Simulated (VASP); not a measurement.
Input of a VASP 6.6.1 run:

Contents of INCAR:

```
PREC = Accurate ; ENCUT = 520
EDIFF = 1E-7 ; ISMEAR = 0
SIGMA = 0.1 ; LREAL = False
LASPH = True ; NELM = 150
ALGO = Normal ; ISIF = 2
LWAVE = False ; LCHARG = False
ISPIN = 2 ; MAGMOM = 1 1 0 0 0 0
LORBIT = 11 ; LMAXMIX = 4
GGA = PE ; NBANDS = 33
```

Contents of KPOINTS:

```
Automatic mesh
0
Gamma
  6 6 6
```

Contents of POSCAR:

```
ZrTiSi4
1.0
    3.6231675032      0.0000000000      0.0000000000
    0.0000000000      1.8162513160      7.1057648760
    0.0000000000     -1.8162513160      7.1057648760
Zr Ti Si
1 1 4
Direct
    0.5000000000      0.1060643111      0.1060643111
    0.0000000000      0.8975046302      0.8975046302
    0.0000000000      0.5472512969      0.5472512969
    0.5000000000      0.4352286858      0.4352286858
    0.0000000000      0.2566287997      0.2566287997
    0.5000000000      0.7573222763      0.7573222763
```

Potentials or basis: VASP PAW PBE potentials, release 64 (Zr_sv, Ti_sv, Si).

The run is started by

```bash
$ cat potpaw_PBE.64/Zr_sv/POTCAR potpaw_PBE.64/Ti_sv/POTCAR potpaw_PBE.64/Si/POTCAR > POTCAR
$ mpirun -np 1 vasp_std > vasp.out
```

Q: What does it give for the pressure?

A: 0.0 GPa.

Q: Predict the net moment.

A: 0.00 μB per cell.

Q: Estimate the largest force.

A: 0.015 eV/Å.

Stress tensor (GPa, compression positive):
```
-0.03  0.00  0.00
 0.00  0.05  0.00
 0.00  0.00 -0.05
```
